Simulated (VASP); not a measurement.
# C in VASP: a series of runs

C is run at these levels: PBEsol+D3(BJ); tasks: single point.

Everything below comes from runs of VASP 6.6.1. Logs are shortened: lines on timing, memory, paths and dates and some standing lists are left out, and cuts for length are marked.

## Step 1: The cell of the first run

The cell holds a slab with vacuum, 2 atoms: a = 2.456 Å, b = 2.456 Å, c = 8.524 Å, α = 90.00°, β = 90.00°, γ = 120.00°.

## Step 2: Single point, PBEsol+D3(BJ)

Input file INCAR:

```
ALGO = Normal
EDIFF = 1E-6
ENCUT = 600
GGA = PS
GGA_COMPAT = F
ISIF = 2
ISMEAR = 1
IVDW = 12
LASPH = T
LCHARG = F
LREAL = F
LWAVE = F
NBANDS = 11
NELM = 120
PREC = Accurate
SIGMA = 0.05
```

Input file KPOINTS:

```
k-points
0
Gamma
  11 11 3
```

Input file POSCAR:

```
C
1.0
    2.4561700000      0.0000000000      0.0000000000
   -1.2280900000      2.1271100000      0.0000000000
    0.0000000000      0.0000000000      8.5238000000
C
2
Direct
    0.3333333333      0.6666666667      0.0000000000
    0.6666666667      0.3333333333      0.0000000000
```

Potentials or basis: VASP PAW PBE potentials, release 64 (C).

On the command line:

```sh
$ cat potpaw_PBE.64/C/POTCAR > POTCAR
$ mpirun -np 1 vasp_std > vasp.out
```

OUTCAR:

```text
EDIFF = 1E-6
   ENCUT = 600
   GGA = PS
   ISIF = 2
   ISMEAR = 1
   IVDW = 12
   LASPH = T
   LREAL = F
   NELM = 120
   PREC = Accurate
 IVDW          = 12

 ion  position               nearest neighbor table
   1  0.333  0.667  0.000-   2 1.42   2 1.42   2 1.42
   2  0.667  0.333  0.000-   1 1.42   1 1.42   1 1.42

  LATTYP: Found a hexagonal cell.
 ALAT       =     2.4561700000
 C/A-ratio  =     3.4703623935

  Lattice vectors:

 A1 = (   2.4561700000,   0.0000000000,   0.0000000000)
 A2 = (  -1.2280900000,   2.1271100000,   0.0000000000)
 A3 = (   0.0000000000,   0.0000000000,   8.5238000000)

Analysis of symmetry for initial positions (statically):
=====================================================================
 Subroutine PRICEL returns:
 Original cell was already a primitive cell.

 Routine SETGRP: Setting up the symmetry group for a
 hexagonal supercell.

 Subroutine GETGRP returns: Found 24 space group operations
 (whereof 24 operations were pure point group operations)
 out of a pool of 24 trial point group operations.

The static configuration has the point symmetry D_6h.

Analysis of symmetry for dynamics (positions and initial velocities):
=====================================================================
 Subroutine PRICEL returns:
 Original cell was already a primitive cell.

 Routine SETGRP: Setting up the symmetry group for a
 hexagonal supercell.

 Subroutine GETGRP returns: Found 24 space group operations
 (whereof 24 operations were pure point group operations)
 out of a pool of 24 trial point group operations.

The dynamic configuration has the point symmetry D_6h.

 Subroutine INISYM returns: Found 24 space group operations
 (whereof 24 operations are pure point group operations),
 and found     1 'primitive' translations

----------------------------------------------------------------------------------------

                                     Primitive cell

  volume of cell :      44.5330

  direct lattice vectors                    reciprocal lattice vectors
     2.456170000  0.000000000  0.000000000     0.407137942  0.235061673  0.000000000
    -1.228090000  2.127110000  0.000000000     0.000000000  0.470121432  0.000000000
     0.000000000  0.000000000  8.523800000     0.000000000  0.000000000  0.117318567

  length of vectors
     2.456170000  2.456176297  8.523800000     0.470122638  0.470121432  0.117318567

  position of ions in fractional coordinates (direct lattice)
[... 88 lines left out ...]
   TEBEG  =    0.0;   TEEND  =   0.0 temperature during run
   PSTRESS=    0.0 pullay stress
   NELECT =       8.0000    total number of electrons
   NUPDOWN=      -1.0000    fix difference up-down
   EMIN   =  10.00;   EMAX   =-10.00  energy-range for DOS
   EFERMI =   0.00;   METHOD = LEGACY
   ISMEAR =     1;   SIGMA  =   0.05  broadening in eV -4-tet -1-fermi 0-gaus
   EFERMI_NEDOS =   21; number of points for ismear=-14 and -15
   IALGO  =     38    algorithm
   IMIX   =      4    mixing-type and parameters
     AMIX     =   0.40;   BMIX     =  1.00
     AMIX_MAG =   1.60;   BMIX_MAG =  1.00
  volume/ion in A,a.u.               =      22.27       150.26
  Fermi-wavevector in a.u.,A,eV,Ry     =   0.923728  1.745594 11.609499  0.853274
  Thomas-Fermi vector in A             =   2.049397
   LORBIT       =      0    0 simple, 1 ext, 2 COOP (PROOUT), +10 PAW based schemes
   GGA     = PS    functional components
   LHFCALC =     F    Hartree Fock is set to
   AEXX    =    0.0000 exact exchange contribution
   IVDW    =    12    specifies the selected vdW correction
   LEPSILON=     F    determine dielectric tensor
   LRPA    =     F    only Hartree local field effects (RPA)
 non-spin polarized calculation
 Methfessel and Paxton  Order N= 1 SIGMA  =   0.05
  energy-cutoff  :      600.00
  volume of cell :       44.53
 maximum number of plane-waves:      1514
 NGX is ok and might be reduce to    20
   NGX =  9   NGY =  9   NGZ = 35

 number of electron       7.9999998 magnetization

 Free energy of the ion-electron system (eV)
  ---------------------------------------------------
  ext. energy  EPLUGINS =         0.00000000
  ---------------------------------------------------
  free energy    TOTEN  =       -19.28792342 eV

  energy without entropy =      -19.28806717  energy(sigma->0) =      -19.28797133

 E-fermi :  -1.4832     XC(G=0):  -4.9824

 val. band max:       -1.5252646745   @ k =   0.3636   0.2727   0.0000
 cond. band min:      -0.0057669373   @ k =   0.3636   0.2727   0.3333
 fundamental gap:      1.5194977372
 Fermi energy:        -1.4832368165

 k-point     1 :       0.0000    0.0000    0.0000
  band No.  band energies     occupation
      1     -20.3258      2.00000
      2      -8.4750      2.00000
      3      -3.7473      2.00000
      4      -3.7473      2.00000
      5       2.3535      0.00000
      6       4.7255      0.00000
      7       6.2710      0.00000
      8       7.6152      0.00000
      9       7.6153      0.00000
     10      10.8457      0.00000
     11      12.1271      0.00000
[... 309 lines left out ...]
 k-point    24 :       0.1818    0.0909    0.3333
  band No.  band energies     occupation
      1     -18.9581      2.00000
      2      -7.6273      2.00000
      3      -6.8506      2.00000
      4      -6.0995      2.00000
      5       4.5621      0.00000
      6       5.5265      0.00000
      7       6.9344      0.00000
      8       8.1950      0.00000
      9       9.4982      0.00000
     10      11.1727      0.00000
     11      12.7226      0.00000

 [... further k-points ...]

------------------------ aborting loop because EDIFF is reached ----------------------------------------

 Edisp (eV)   -0.10236

 E8    (eV) :    -0.0513

  FORCE on cell =-STRESS in cart. coord.  units (eV):
  Direction    XX          YY          ZZ          XY          YZ          ZX
  --------------------------------------------------------------------------------------
  -------------------------------------------------------------------------------------
  Total       0.19274     0.19274    -0.05291    -0.00000    -0.00000     0.00000
  in kB       6.93419     6.93422    -1.90368    -0.00002    -0.00000     0.00000
  external pressure =        3.99 kB  Pullay stress =        0.00 kB

 VOLUME and BASIS-vectors are now :
 -----------------------------------------------------------------------------
  energy-cutoff  :      600.00
  volume of cell :       44.53
      direct lattice vectors                 reciprocal lattice vectors
     2.456170000  0.000000000  0.000000000     0.407137942  0.235061673  0.000000000
    -1.228090000  2.127110000  0.000000000     0.000000000  0.470121432  0.000000000
     0.000000000  0.000000000  8.523800000     0.000000000  0.000000000  0.117318567

 POSITION                                       TOTAL-FORCE (eV/Angst)
 -----------------------------------------------------------------------------------
     -0.00000      1.41807      0.00000        -0.000000     -0.000000      0.000000
      1.22808      0.70904      0.00000         0.000000      0.000000     -0.000000
 -----------------------------------------------------------------------------------
    total drift:                                0.000000     -0.000000     -0.000000

  FREE ENERGIE OF THE ION-ELECTRON SYSTEM (eV)
  ---------------------------------------------------
  free  energy   TOTEN  =       -19.3902864737 eV

  energy  without entropy=      -19.3904302239  energy(sigma->0) =      -19.39033439
```

Run time: 16 s. Hardware: 1 thread of Intel Xeon Platinum 8488C (Sapphire Rapids), shared host; peak memory 0.16 GiB.

What came out:

```
Free energy                : -19.3903 eV
Band gap on the k mesh     : 1.52 eV, direct
Dispersion energy per atom : -0.051 eV
```

Levels at points of the mesh, in eV from the valence-band top:
```csv
k point,band 2,band 3,band 4,band 5,band 6,band 7
"(0.00, 0.00, 0.00)",-6.95,-2.22,-2.22,3.88,6.25,7.80
```

Caveat: three body term missing; the PAW data sets were made with another functional, which shifts forces and pressure a little.

## Step 3: Single point, PBEsol+D3(BJ)

Input file INCAR:

```
ALGO = Normal ; EDIFF = 1E-6
ENCUT = 600 ; GGA = PS
GGA_COMPAT = F ; ISIF = 2
ISMEAR = 1 ; IVDW = 12
LASPH = T ; LCHARG = F
LREAL = F ; LWAVE = F
NBANDS = 11 ; NELM = 120
PREC = Accurate ; SIGMA = 0.025
```

KPOINTS is that of step 2.

POSCAR is that of step 2.

Potentials or basis: VASP PAW PBE potentials, release 64 (C).

On the command line:

```sh
$ cat potpaw_PBE.64/C/POTCAR > POTCAR
$ mpirun -np 1 vasp_std > vasp.out
```

Wall time 20 s (1 thread of Intel Xeon Platinum 8488C (Sapphire Rapids), shared host); peak memory 0.17 GiB.

It converged, with:

```yaml
Free_energy: -19.3904 eV
Band_gap_on_the_k_mesh: 1.52 eV, direct
Dispersion_energy_per_atom: -0.051 eV
```

Levels at points of the mesh, in eV from the valence-band top:
```csv
k point,band 1,band 2,band 3,band 4,band 5,band 6,band 7,band 8,band 9
"(0.00, 0.00, 0.00)",-18.80,-6.95,-2.22,-2.22,3.88,6.25,7.80,9.14,9.14
```

Caveat: three body term missing; the PAW data sets were made with another functional, which shifts forces and pressure a little.
